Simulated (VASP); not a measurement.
# Hf (P6/mmm) in VASP: further runs

Hf is run at these levels: PBEsol; tasks: single point, relaxation of shape and atoms at fixed volume.

Everything below comes from runs of VASP 6.6.1. Logs are shortened: lines on timing, memory, paths and dates and some standing lists are left out, and cuts for length are marked.

### Step 1. The cell of the first run

The structure is hexagonal, space group P6/mmm (No. 191). The conventional cell has a = 4.488 Å, b = 4.488 Å, c = 2.794 Å, α = 90.00°, β = 90.00°, γ = 120.00°. Hf (site symmetry -6m2) has 11 Hf at 2.59 to 2.94 Å within 3.4 Å. Within 3.7 Å of Hf (site symmetry 6/mmm) lie 14 Hf at 2.79 to 2.94 Å.

This isn't the form of Hf at room conditions, which is hcp.

### Step 2. Single point, PBEsol (16.25 Å³/atom)

The input, INCAR:

```
SYSTEM = Hf
PREC = Accurate ; ENCUT = 520
EDIFF = 1E-7 ; ISMEAR = 0
SIGMA = 0.05 ; LREAL = .False.
LASPH = .True. ; NELM = 80
ALGO = Normal ; ISIF = 2
LWAVE = .False. ; LCHARG = .False.
GGA = PS ; NBANDS = 22
```

The input, KPOINTS:

```
Automatic mesh
0
Gamma
  10 10 14
  0 0 0
```

The input, POSCAR:

```
Hf
1.0
    4.4877837840      0.0000000000      0.0000000000
   -2.2438918920      3.8865347637      0.0000000000
    0.0000000000      0.0000000000      2.7944120415
Hf
3
Direct
    0.6666666667      0.3333333333      0.5000000000
    0.3333333333      0.6666666667      0.5000000000
    0.0000000000      0.0000000000      0.0000000000
```

Potentials or basis: VASP PAW PBE potentials, release 64 (Hf_pv).

Started as:

```sh
> cat potpaw_PBE.64/Hf_pv/POTCAR > POTCAR
> mpirun -np 1 vasp_std > vasp.out
```

OUTCAR:

```text
SYSTEM = Hf
   PREC = Accurate
   ENCUT = 520
   EDIFF = 1E-7
   ISMEAR = 0
   LREAL = .False.
   LASPH = .True.
   NELM = 80
   ISIF = 2
   GGA = PS

 ion  position               nearest neighbor table
   1  0.667  0.333  0.500-   2 2.59   2 2.59   2 2.59   3 2.94   3 2.94   3 2.94   3 2.94   3 2.94
                             3 2.94   2 3.81   2 3.81   2 3.81   2 3.81   2 3.81   2 3.81
   2  0.333  0.667  0.500-   1 2.59   1 2.59   1 2.59   3 2.94   3 2.94   3 2.94   3 2.94   3 2.94
                             3 2.94   1 3.81   1 3.81   1 3.81   1 3.81   1 3.81   1 3.81
   3  0.000  0.000  0.000-   1 2.94   2 2.94   1 2.94   2 2.94   1 2.94   1 2.94   2 2.94   2 2.94
                             1 2.94   1 2.94   2 2.94   2 2.94

  LATTYP: Found a hexagonal cell.
 ALAT       =     4.4877837840
 C/A-ratio  =     0.6226708273

  Lattice vectors:

 A1 = (   4.4877837840,   0.0000000000,   0.0000000000)
 A2 = (  -2.2438918920,   3.8865347637,   0.0000000000)
 A3 = (   0.0000000000,   0.0000000000,   2.7944120415)

Analysis of symmetry for initial positions (statically):
=====================================================================
 Subroutine PRICEL returns:
 Original cell was already a primitive cell.

 Routine SETGRP: Setting up the symmetry group for a
 hexagonal supercell.

 Subroutine GETGRP returns: Found 24 space group operations
 (whereof 24 operations were pure point group operations)
 out of a pool of 24 trial point group operations.

The static configuration has the point symmetry D_6h.

Analysis of symmetry for dynamics (positions and initial velocities):
=====================================================================
 Subroutine PRICEL returns:
 Original cell was already a primitive cell.

 Routine SETGRP: Setting up the symmetry group for a
 hexagonal supercell.

 Subroutine GETGRP returns: Found 24 space group operations
 (whereof 24 operations were pure point group operations)
 out of a pool of 24 trial point group operations.

The dynamic configuration has the point symmetry D_6h.

 Subroutine INISYM returns: Found 24 space group operations
 (whereof 24 operations are pure point group operations),
 and found     1 'primitive' translations

----------------------------------------------------------------------------------------

                                     Primitive cell

  volume of cell :      48.7399

  direct lattice vectors                    reciprocal lattice vectors
     4.487783784  0.000000000  0.000000000     0.222827134  0.128649306  0.000000000
    -2.243891892  3.886534764  0.000000000     0.000000000  0.257298612  0.000000000
     0.000000000  0.000000000  2.794412042     0.000000000  0.000000000  0.357857032

  length of vectors
     4.487783784  4.487783784  2.794412042     0.257298612  0.257298612  0.357857032

  position of ions in fractional coordinates (direct lattice)
     0.666666667  0.333333333  0.500000000
     0.333333333  0.666666667  0.500000000
     0.000000000  0.000000000  0.000000000

  ion indices of the primitive-cell ions
   primitive index   ion index
                 1           1
                 2           2
                 3           3

----------------------------------------------------------------------------------------

 KPOINTS: Automatic mesh

Automatic generation of k-mesh.
 Grid dimensions read from file:
 generate k-points for:   10   10   14

 Generating k-lattice:

  Cartesian coordinates                     Fractional coordinates (reciprocal lattice)
     0.022282713  0.012864931  0.000000000     0.100000000 -0.000000000  0.000000000
     0.000000000  0.025729861  0.000000000     0.000000000  0.100000000  0.000000000
     0.000000000  0.000000000  0.025561217     0.000000000  0.000000000  0.071428571

  Length of vectors
     0.025729861  0.025729861  0.025561217

  Shift w.r.t. Gamma in fractional coordinates (k-lattice)
     0.000000000  0.000000000  0.000000000

 Subroutine IBZKPT returns following result:
 ===========================================

 Found    112 irreducible k-points:

 Following reciprocal coordinates:
            Coordinates               Weight
  0.000000  0.000000  0.000000      1.000000
  0.100000  0.000000  0.000000      6.000000
  0.200000  0.000000  0.000000      6.000000
  0.300000 -0.000000  0.000000      6.000000
  0.400000  0.000000  0.000000      6.000000
  0.500000  0.000000  0.000000      3.000000
[... 16 lines left out ...]
  0.300000  0.100000  0.071429     24.000000
  0.400000  0.100000  0.071429     24.000000
 [... further k-points ...]
   k-points           NKPTS =    112   k-points in BZ     NKDIM =    112   number of bands    NBANDS=     22
   number of dos      NEDOS =    301   number of ions     NIONS =      3
   total plane-waves  NPLWV =  31104
   dimension x,y,z NGX =    36 NGY =   36 NGZ =   24
   dimension x,y,z NGXF=    72 NGYF=   72 NGZF=   48
   ions per type =               3
   NGX,Y,Z   is equivalent  to a cutoff of  13.34, 13.34, 14.28 a.u.
   NGXF,Y,Z  is equivalent  to a cutoff of  26.67, 26.67, 28.56 a.u.
 SYSTEM =  Hf
   PREC   = accura    normal or accurate (medium, high low for compatibility)
   ISTART =      0    job   : 0-new  1-cont  2-samecut
   ICHARG =      2    charge: 1-file 2-atom 10-const
   ISPIN  =      1    spin polarized calculation?
   LNONCOLLINEAR =      F non collinear calculations
   LSORBIT =      F    spin-orbit coupling
   LASPH  =      T    aspherical Exc in radial PAW
   ENCUT  =  520.0 eV  38.22 Ry    6.18 a.u.   8.34  8.34  5.20*2*pi/ulx,y,z
   NELM   =     80;   NELMIN=  2; NELMDL= -5     # of ELM steps
   EDIFF  = 0.1E-06   stopping-criterion for ELM
   LREAL  =      F    real-space projection
   EDIFFG = 0.1E-05   stopping-criterion for IOM
   NSW    =      0    number of steps for IOM
   IBRION =     -1    ionic relax: 0-MD 1-quasi-New 2-CG
   NFREE  =      0    steps in history (QN), initial steepest desc. (CG)
   ISIF   =      2    stress and relaxation
   ISYM   =      2    0-nonsym 1-usesym 2-fastsym
   POTIM  = 0.5000    time-step for ionic-motion
   TEBEG  =    0.0;   TEEND  =   0.0 temperature during run
   PSTRESS=    0.0 pullay stress
   NELECT =      30.0000    total number of electrons
   NUPDOWN=      -1.0000    fix difference up-down
   EMIN   =  10.00;   EMAX   =-10.00  energy-range for DOS
   EFERMI =   0.00;   METHOD = LEGACY
   ISMEAR =     0;   SIGMA  =   0.05  broadening in eV -4-tet -1-fermi 0-gaus
   EFERMI_NEDOS =   21; number of points for ismear=-14 and -15
   IALGO  =     38    algorithm
   IMIX   =      4    mixing-type and parameters
     AMIX     =   0.40;   BMIX     =  1.00
     AMIX_MAG =   1.60;   BMIX_MAG =  1.00
  volume/ion in A,a.u.               =      16.25       109.64
  Fermi-wavevector in a.u.,A,eV,Ry     =   1.392580  2.631595 26.385508  1.939280
  Thomas-Fermi vector in A             =   2.516309
   LORBIT       =      0    0 simple, 1 ext, 2 COOP (PROOUT), +10 PAW based schemes
   GGA     = PS    functional components
   LHFCALC =     F    Hartree Fock is set to
   AEXX    =    0.0000 exact exchange contribution
   IVDW    =     0    specifies the selected vdW correction
   LEPSILON=     F    determine dielectric tensor
   LRPA    =     F    only Hartree local field effects (RPA)
 non-spin polarized calculation
 Gauss-broadening in eV      SIGMA  =   0.05
  energy-cutoff  :      520.00
  volume of cell :       48.74
 maximum number of plane-waves:      1337
 NGX is ok and might be reduce to    36
   NGX = 17   NGY = 17   NGZ = 11

 number of electron      29.9999997 magnetization

 Free energy of the ion-electron system (eV)
  ---------------------------------------------------
  ext. energy  EPLUGINS =         0.00000000
  ---------------------------------------------------
  free energy    TOTEN  =       -29.44858630 eV

  energy without entropy =      -29.44618271  energy(sigma->0) =      -29.44738451

 E-fermi :   6.9695     XC(G=0): -12.9428

 val. band max:        6.9608946817   @ k =   0.3000  -0.0000   0.1429
 cond. band min:       6.9703632714   @ k =   0.5000   0.0000   0.1429
 fundamental gap:      0.0094685898
 Fermi energy:         6.9694600658

 k-point     1 :       0.0000    0.0000    0.0000
  band No.  band energies     occupation
      1     -23.6620      2.00000
      2     -23.6620      2.00000
      3     -23.3012      2.00000
      4     -23.3012      2.00000
      5     -22.4269      2.00000
      6     -21.8876      2.00000
[... 14 lines left out ...]
     21      10.4618      0.00000
     22      10.4630      0.00000

 k-point     2 :       0.1000    0.0000    0.0000
  band No.  band energies     occupation
      1     -23.7683      2.00000
      2     -23.7274      2.00000
      3     -23.1799      2.00000
      4     -23.1607      2.00000
      5     -22.4113      2.00000
      6     -21.8956      2.00000
[... 14 lines left out ...]
     21       9.8949      0.00000
     22      11.2092      0.00000

 k-point     3 :       0.2000    0.0000    0.0000
  band No.  band energies     occupation
      1     -23.9348      2.00000
      2     -23.7737      2.00000
      3     -22.9714      2.00000
      4     -22.9112      2.00000
      5     -22.3664      2.00000
      6     -22.0334      2.00000
[... 14 lines left out ...]
     21      10.1940      0.00000
     22      12.0367      0.00000

 k-point     4 :       0.3000   -0.0000    0.0000
  band No.  band energies     occupation
      1     -24.0733      2.00000
      2     -23.7131      2.00000
      3     -22.7732      2.00000
      4     -22.7444      2.00000
      5     -22.2985      2.00000
      6     -22.2820      2.00000
[... 14 lines left out ...]
     21      10.9798      0.00000
     22      12.9026      0.00000

 k-point     5 :       0.4000    0.0000    0.0000
  band No.  band energies     occupation
      1     -24.1622      2.00000
      2     -23.5369      2.00000
      3     -22.9196      2.00000
      4     -22.6262      2.00000
      5     -22.2963      2.00000
      6     -22.2193      2.00000
[... 14 lines left out ...]
     21      11.7368      0.00000
     22      12.0051      0.00000

 k-point     6 :       0.5000    0.0000    0.0000
  band No.  band energies     occupation
      1     -24.1927      2.00000
      2     -23.3168      2.00000
      3     -23.1859      2.00000
      4     -22.5697      2.00000
      5     -22.2543      2.00000
      6     -22.1673      2.00000
[... 14 lines left out ...]
     21      10.7793      0.00000
     22      12.8823      0.00000

 k-point     7 :       0.1000    0.1000    0.0000
  band No.  band energies     occupation
      1     -23.8677      2.00000
      2     -23.7979      2.00000
      3     -23.0040      2.00000
      4     -22.9986      2.00000
      5     -22.3811      2.00000
      6     -21.9661      2.00000
[... 324 lines left out ...]
      6     -22.2250      2.00000
[... 14 lines left out ...]
     21      10.8032      0.00000
     22      12.9373      0.00000

 k-point    21 :       0.1000    0.1000    0.0714
  band No.  band energies     occupation
      1     -23.8522      2.00000
      2     -23.7798      2.00000
      3     -23.0002      2.00000
      4     -22.9901      2.00000
      5     -22.4456      2.00000
      6     -22.0571      2.00000
[... 14 lines left out ...]
     21      10.0498      0.00000
     22      12.0034      0.00000

 k-point    22 :       0.2000    0.1000    0.0714
  band No.  band energies     occupation
      1     -23.9693      2.00000
      2     -23.7837      2.00000
      3     -22.8378      2.00000
      4     -22.7716      2.00000
      5     -22.3937      2.00000
      6     -22.2388      2.00000
[... 14 lines left out ...]
     21      10.6029      0.00000
     22      12.8092      0.00000

 k-point    23 :       0.3000    0.1000    0.0714
  band No.  band energies     occupation
      1     -24.0676      2.00000
      2     -23.6718      2.00000
      3     -22.8527      2.00000
      4     -22.6264      2.00000
      5     -22.3868      2.00000
      6     -22.2693      2.00000
[... 14 lines left out ...]
     21      11.4383      0.00000
     22      12.0456      0.00000

 k-point    24 :       0.4000    0.1000    0.0714
  band No.  band energies     occupation
      1     -24.1211      2.00000
      2     -23.4618      2.00000
      3     -23.1249      2.00000
      4     -22.5439      2.00000
      5     -22.3066      2.00000
      6     -22.2219      2.00000
[... 14 lines left out ...]
     21      11.0345      0.00000
     22      12.5201      0.00000

 [... further k-points ...]
[... 5 lines left out ...]
  --------------------------------------------------------------------------------------
  -------------------------------------------------------------------------------------
  Total       15.4145255     15.4145255     15.5393238      0.0000000      0.0000000      0.0000000
  in kB      506.7057319    506.7057319    510.8080982      0.0000000      0.0000000      0.0000000
  external PRESSURE =     508.0731873 kB  Pullay stress =       0.0000000 kB

 VOLUME and BASIS-vectors are now :
 -----------------------------------------------------------------------------
  energy-cutoff  :      520.00
  volume of cell :       48.74
      direct lattice vectors                 reciprocal lattice vectors
     4.487783784  0.000000000  0.000000000     0.222827134  0.128649306  0.000000000
    -2.243891892  3.886534764  0.000000000     0.000000000  0.257298612  0.000000000
     0.000000000  0.000000000  2.794412042     0.000000000  0.000000000  0.357857032

 POSITION                                       TOTAL-FORCE (eV/Angst)
 -----------------------------------------------------------------------------------
      2.24389      1.29551      1.39721        -0.000000      0.000000      0.000000
     -0.00000      2.59102      1.39721         0.000000     -0.000000      0.000000
      0.00000      0.00000      0.00000        -0.000000      0.000000      0.000000
 -----------------------------------------------------------------------------------
    total drift:                                0.000000      0.000000     -0.000000

  FREE ENERGIE OF THE ION-ELECTRON SYSTEM (eV)
  ---------------------------------------------------
  free  energy   TOTEN  =       -29.4485862991 eV

  energy  without entropy=      -29.4461827121  energy(sigma->0) =      -29.44738451
```

Wall time 44 s (1 thread of Intel Xeon 6975P-C (Granite Rapids), shared host); peak memory 0.24 GiB.

What came out:

| Property | Result |
| --- | --- |
| Free energy | -29.4486 eV |
| Pressure | 50.8 GPa |
| Band gap on the k mesh | zero (bands 15 and 16 overlap by 1.14 eV) |

Caveat: the cell stands under pressure; the PAW data sets were made with another functional, which shifts forces and pressure a little; spin-orbit coupling is left out, which moves the levels of the heavy elements.

### Step 3. Relaxation of shape and atoms at fixed volume, PBEsol (18.81 Å³/atom)

This run uses another cell than the first one, of 18.81 Å³/atom.

The input, INCAR:

```
PREC = Accurate
ENCUT = 600
EDIFF = 1E-6
ISMEAR = 0
SIGMA = 0.05
LREAL = F
LASPH = T
NELM = 80
ALGO = Fast
ISIF = 4
LWAVE = F
LCHARG = F
GGA = PS
IBRION = 2
NSW = 60
EDIFFG = -0.01
```

The input, KPOINTS:

```
Automatic mesh
0
Gamma
  10 10 14
```

The input, POSCAR:

```
Hf
1.0
    4.7104609653      0.0000000000      0.0000000000
   -2.3552304827      4.0793788595      0.0000000000
    0.0000000000      0.0000000000      2.9369500168
Hf
3
Direct
    0.6666666667      0.3333333333      0.5000000000
    0.3333333333      0.6666666667      0.5000000000
    0.0000000000      0.0000000000      0.0000000000
```

Potentials or basis: VASP PAW PBE potentials, release 64 (Hf_pv).

Started as:

```sh
> cat potpaw_PBE.64/Hf_pv/POTCAR > POTCAR
> mpirun -np 1 vasp_std > vasp.out
```

Run time: 5.2 min. Hardware: 1 thread of Intel Xeon 8259CL, shared host; peak memory 0.28 GiB.

Results (log left out):

| Item | Value |
| --- | --- |
| Free energy | -31.0225 eV |
| Energy gained by relaxing | 0.0 meV/atom |
| Ionic steps | 3 |
| Pressure after relaxing | 18.0 GPa |
| Band gap on the k mesh | zero (bands 15 and 16 overlap by 1.04 eV) |

Final structure:
```
Hf
1.0
     4.70764    0.00000    0.00000
    -2.35382    4.07694    0.00000
     0.00000    0.00000    2.94047
Hf
3
Direct
  0.66667 0.33333 0.50000
  0.33333 0.66667 0.50000
  0.00000 0.00000 0.00000
```

Levels at points of the mesh, in eV from the Fermi level:
| k point | band 12 | band 13 | band 14 | band 15 | band 16 | band 17 | band 18 | band 19 |
| --- | --- | --- | --- | --- | --- | --- | --- | --- |
| (0.00, 0.00, 0.00) | -0.64 | -0.59 | -0.59 | -0.54 | -0.54 | 1.21 | 2.35 | 2.35 |
| (0.50, 0.00, 0.00) | -4.10 | -0.74 | -0.71 | -0.55 | 0.03 | 0.96 | 1.55 | 1.85 |
| (0.00, 0.00, 0.50) | -3.25 | -2.38 | -2.38 | -2.07 | 1.51 | 1.51 | 2.43 | 2.43 |
| (0.50, 0.00, 0.50) | -2.55 | -1.89 | -1.01 | -0.66 | 0.41 | 1.18 | 1.19 | 2.07 |

Caveat: the PAW data sets were made with another functional, which shifts forces and pressure a little; spin-orbit coupling is left out, which moves the levels of the heavy elements.
